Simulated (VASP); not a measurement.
# AgRh4 (P4/mmm) in VASP: notebook, part 2 of 2

VASP 6.6.1. The steps go on from the part before.

### 4 Single point, PBE

This run uses another cell than the first one, of 19.48 Å³/atom.

File INCAR:

```
PREC = Accurate ; ENCUT = 520
EDIFF = 1E-6 ; ISMEAR = 0
SIGMA = 0.1 ; LREAL = F
LASPH = T ; NELM = 100
ALGO = Fast ; ISIF = 2
LWAVE = F ; LCHARG = F
GGA = PE ; NBANDS = 44
```

File KPOINTS:

```
regular mesh
0
Gamma
  6 6 14
```

File POSCAR:

```
AgRh4
1.0
    6.2047110650      0.0000000000      0.0000000000
    0.0000000000      6.2047110650      0.0000000000
    0.0000000000      0.0000000000      2.5298896506
Ag Rh
1 4
Direct
    0.5000000000      0.5000000000      0.5000000000
    0.8064358638      0.8064358638      0.5000000000
    0.1935641362      0.1935641362      0.5000000000
    0.1935641362      0.8064358638      0.5000000000
    0.8064358638      0.1935641362      0.5000000000
```

Potentials or basis: VASP PAW PBE potentials, release 64 (Ag, Rh_pv).

Command:

```console
> cat potpaw_PBE.64/Ag/POTCAR potpaw_PBE.64/Rh_pv/POTCAR > POTCAR
> mpirun -np 1 vasp_std > vasp.out
```

OUTCAR:

```text
PREC = Accurate
   ENCUT = 520
   EDIFF = 1E-6
   ISMEAR = 0
   LREAL = F
   LASPH = T
   NELM = 100
   ISIF = 2
   GGA = PE

 ion  position               nearest neighbor table
   1  0.500  0.500  0.500-   2 2.69   3 2.69   4 2.69   5 2.69
   2  0.806  0.806  0.500-   4 2.40   5 2.40   1 2.69
   3  0.194  0.194  0.500-   4 2.40   5 2.40   1 2.69
   4  0.194  0.806  0.500-   2 2.40   3 2.40   1 2.69
   5  0.806  0.194  0.500-   2 2.40   3 2.40   1 2.69

  LATTYP: Found a simple tetragonal cell.
 ALAT       =     6.2047110650
 C/A-ratio  =     0.4077368993

  Lattice vectors:

 A1 = (   6.2047110650,   0.0000000000,   0.0000000000)
 A2 = (   0.0000000000,   6.2047110650,   0.0000000000)
 A3 = (   0.0000000000,   0.0000000000,   2.5298896506)

Analysis of symmetry for initial positions (statically):
=====================================================================
 Subroutine PRICEL returns:
 Original cell was already a primitive cell.

[... 176 lines left out ...]

 E-fermi :   6.9982     XC(G=0): -11.4898

 val. band max:        6.9959133221   @ k =   0.1667   0.0000   0.3571
 cond. band min:       7.0027480768   @ k =   0.1667   0.1667   0.3571
 fundamental gap:      0.0068347547
 Fermi energy:         6.9982413453

 k-point     1 :       0.0000    0.0000    0.0000
  band No.  band energies     occupation
      1     -39.8138      2.00000
      2     -39.8102      2.00000
      3     -39.7422      2.00000
      4     -39.7422      2.00000
      5     -39.2391      2.00000
      6     -39.2391      2.00000
[... 1117 lines left out ...]
     43       9.8270      0.00000
     44      11.7070      0.00000

 [... further k-points ...]

------------------------ aborting loop because EDIFF is reached ----------------------------------------

  FORCE on cell =-STRESS in cart. coord.  units (eV):
  Direction    XX          YY          ZZ          XY          YZ          ZX
  --------------------------------------------------------------------------------------
  -------------------------------------------------------------------------------------
  Total        0.0712762      0.0712762     -0.0395227      0.0000000     -0.0000000      0.0000000
  in kB        1.1724941      1.1724941     -0.6501481      0.0000000     -0.0000000      0.0000000
  external PRESSURE =       0.5649467 kB  Pullay stress =       0.0000000 kB

 VOLUME and BASIS-vectors are now :
 -----------------------------------------------------------------------------
  energy-cutoff  :      520.00
  volume of cell :       97.40
      direct lattice vectors                 reciprocal lattice vectors
     6.204711065  0.000000000  0.000000000     0.161167859  0.000000000  0.000000000
     0.000000000  6.204711065  0.000000000     0.000000000  0.161167859  0.000000000
     0.000000000  0.000000000  2.529889651     0.000000000  0.000000000  0.395274157

 POSITION                                       TOTAL-FORCE (eV/Angst)
 -----------------------------------------------------------------------------------
      3.10236      3.10236      1.26494         0.000000     -0.000000     -0.000000
      5.00370      5.00370      1.26494        -0.019948     -0.019948     -0.000000
      1.20101      1.20101      1.26494         0.019948      0.019948      0.000000
      1.20101      5.00370      1.26494         0.019948     -0.019948     -0.000000
      5.00370      1.20101      1.26494        -0.019948      0.019948      0.000000
 -----------------------------------------------------------------------------------
    total drift:                                0.000000      0.000000      0.000000

  FREE ENERGIE OF THE ION-ELECTRON SYSTEM (eV)
  ---------------------------------------------------
  free  energy   TOTEN  =       -27.0785972403 eV

  energy  without entropy=      -27.0408690041  energy(sigma->0) =      -27.05973312
```

stdout:

```text
POSCAR found type information on POSCAR AgRh
 POSCAR found :  2 types and       5 ions
 scaLAPACK will be used
 LDA part: xc-table for (Slater+PW92), standard interpolation
 POSCAR, INCAR and KPOINTS ok, starting setup
 FFT: planning ... GRIDC
 FFT: planning ... GRID_SOFT
 FFT: planning ... GRID
 WAVECAR not read
 entering main loop
```

Run time: 2.1 min. Hardware: 1 thread of Intel Xeon 6975P-C (Granite Rapids), shared host; peak memory 0.39 GiB.

What came out:

```
Free energy            : -27.0786 eV
Pressure               : 0.1 GPa
Largest force          : 0.028 eV/Å
Band gap on the k mesh : zero (an odd number of electrons rules out a gap without spin polarisation)
```

Forces in eV/Å, atoms in the order of the input:
```
Ag   0.000  0.000  0.000
Rh  -0.020 -0.020  0.000
Rh   0.020  0.020  0.000
Rh   0.020 -0.020  0.000
Rh  -0.020  0.020  0.000
```

Stress tensor (GPa, compression positive):
```
 0.12  0.00  0.00
 0.00  0.12  0.00
 0.00  0.00 -0.07
```

### 5 Single point, PBE, collinear spin, ferromagnetic start

File INCAR:

```
SYSTEM = AgRh4
PREC     = Accurate       ! precision mode
ENCUT    = 520            ! plane-wave cutoff, eV
EDIFF    = 1E-6           ! SCF threshold, eV
ISMEAR   = 0              ! smearing method
SIGMA    = 0.1            ! smearing width, eV
LREAL    = .False.        ! projectors in reciprocal space
LASPH    = .True.         ! aspherical terms in the spheres
NELM     = 150            ! most SCF steps
ALGO     = Normal         ! electronic algorithm
ISIF     = 2              ! what is computed and relaxed
LWAVE    = .False.        ! write WAVECAR
LCHARG   = .True.         ! write CHGCAR
ISPIN    = 2              ! spin polarisation
MAGMOM   = 0 1 1 1 1      ! initial moments
LORBIT   = 11             ! projections on sites
LMAXMIX  = 4              ! l up to which the mixer works
GGA      = PE             ! functional
LELF     = .True.         ! ELF
LVHAR    = .True.       
NBANDS   = 48             ! bands
```

File KPOINTS:

```
Automatic mesh
0
Gamma
  4 4 6
  0 0 0
```

File POSCAR:

```
AgRh4
1.0
    6.1734227944      0.0000000000      0.0000000000
    0.0000000000      6.1734227944      0.0000000000
    0.0000000000      0.0000000000      2.5638149780
Ag Rh
1 4
Direct
    0.5000000000      0.5000000000      0.5000000000
    0.8074045895      0.8074045895      0.5000000000
    0.1925954105      0.1925954105      0.5000000000
    0.1925954105      0.8074045895      0.5000000000
    0.8074045895      0.1925954105      0.5000000000
```

Command:

```console
> cat potpaw_PBE.64/Ag/POTCAR potpaw_PBE.64/Rh_pv/POTCAR > POTCAR
> mpirun -np 1 vasp_std > vasp.out
```

Wall time 2.5 min (1 thread of AMD EPYC 7R13 (Zen 3), shared host); peak memory 0.31 GiB.

It converged, with:

```yaml
Free_energy: -26.8984 eV
Pressure: 0.3 GPa
Largest_force: 0.030 eV/Å
Net_moment: 0.00 μB per cell
Valence_electrons_inside_the_program's_atomic_spheres: Ag 9.96; Rh 13.75
```

Forces on the atoms (eV/Å):
```
Ag   0.000  0.000  0.000
Rh  -0.021 -0.021  0.000
Rh   0.021  0.021  0.000
Rh   0.021 -0.021  0.000
Rh  -0.021  0.021  0.000
```

Stress tensor (GPa, compression positive):
```
 0.47  0.00  0.00
 0.00  0.47  0.00
 0.00  0.00 -0.10
```

Levels at points of the mesh, in eV from the Fermi level:
Spin up:
| k point | band 31 | band 32 | band 33 | band 34 | band 35 | band 36 | band 37 | band 38 | band 39 | band 40 |
| --- | --- | --- | --- | --- | --- | --- | --- | --- | --- | --- |
| (0.00, 0.00, 0.00) | -1.21 | -0.91 | -0.91 | 0.32 | 0.36 | 0.36 | 0.49 | 0.50 | 0.56 | 0.58 |
| (0.50, 0.00, 0.00) | -1.21 | -1.18 | -0.97 | -0.93 | -0.12 | 0.28 | 0.34 | 0.34 | 0.53 | 0.56 |
| (0.50, 0.50, 0.00) | -2.05 | -1.27 | -1.16 | -0.91 | -0.91 | -0.11 | 0.33 | 0.33 | 0.44 | 0.45 |
| (0.00, 0.00, 0.50) | -1.64 | -1.46 | 0.38 | 0.52 | 0.85 | 1.04 | 1.04 | 1.80 | 4.24 | 5.47 |
| (0.50, 0.00, 0.50) | -1.42 | -1.09 | -0.30 | 0.43 | 0.50 | 1.34 | 1.44 | 2.37 | 2.64 | 4.80 |
| (0.50, 0.50, 0.50) | -1.73 | -1.67 | -0.03 | -0.03 | 0.16 | 0.51 | 1.21 | 2.91 | 3.58 | 5.26 |
Spin down:
| k point | band 32 | band 33 | band 34 | band 35 | band 36 | band 37 | band 38 | band 39 |
| --- | --- | --- | --- | --- | --- | --- | --- | --- |
| (0.00, 0.00, 0.00) | -0.91 | -0.91 | 0.32 | 0.36 | 0.36 | 0.49 | 0.50 | 0.56 |
| (0.50, 0.00, 0.00) | -1.18 | -0.97 | -0.93 | -0.12 | 0.28 | 0.34 | 0.34 | 0.53 |
| (0.50, 0.50, 0.00) | -1.27 | -1.16 | -0.91 | -0.91 | -0.11 | 0.33 | 0.33 | 0.44 |
| (0.00, 0.00, 0.50) | -1.46 | 0.38 | 0.52 | 0.85 | 1.04 | 1.04 | 1.80 | 4.24 |
| (0.50, 0.00, 0.50) | -1.09 | -0.29 | 0.43 | 0.50 | 1.34 | 1.44 | 2.37 | 2.64 |
| (0.50, 0.50, 0.50) | -1.67 | -0.03 | -0.03 | 0.16 | 0.51 | 1.21 | 2.91 | 3.58 |

Caveat: the k points lie up to 0.41 Å⁻¹ apart.

### 6 The runs side by side

| spin | cell | k mesh | gap on the mesh (eV) | pressure (GPa) | largest force (eV/Å) |
| --- | --- | --- | --- | --- | --- |
| off | a = 6.173, b = 6.173, c = 2.564 Å, 5 atoms | 4 × 4 × 6 | none | 0.3 | 0.03 |
| off | a = 4.478, b = 4.478, c = 3.570 Å, 5 atoms | 4 × 4 × 6 | none | 327.9 | 34.21 |
| off | a = 6.205, b = 6.205, c = 2.530 Å, 5 atoms | 6 × 6 × 14 | none | 0.1 | 0.03 |
| collinear, ferromagnetic start | a = 6.173, b = 6.173, c = 2.564 Å, 5 atoms | 4 × 4 × 6 | none | 0.3 | 0.03 |

Alike in all rows: task single point; level PBE; potentials or basis VASP PAW PBE potentials, release 64 (Ag, Rh_pv); cutoff (eV) 520; smearing gaussian 0.1 eV.

Caveats: some runs use coarse meshes; atoms lie so close that the PAW spheres overlap strongly, which falsifies energies and pressures (at least some runs); the cell stands under pressure (at least some runs); forces of over 1 eV/Å act on the atoms, so gaps and moduli don't describe the material at rest (at least some runs).

Absolute energies hang on the potentials; compare differences alone.
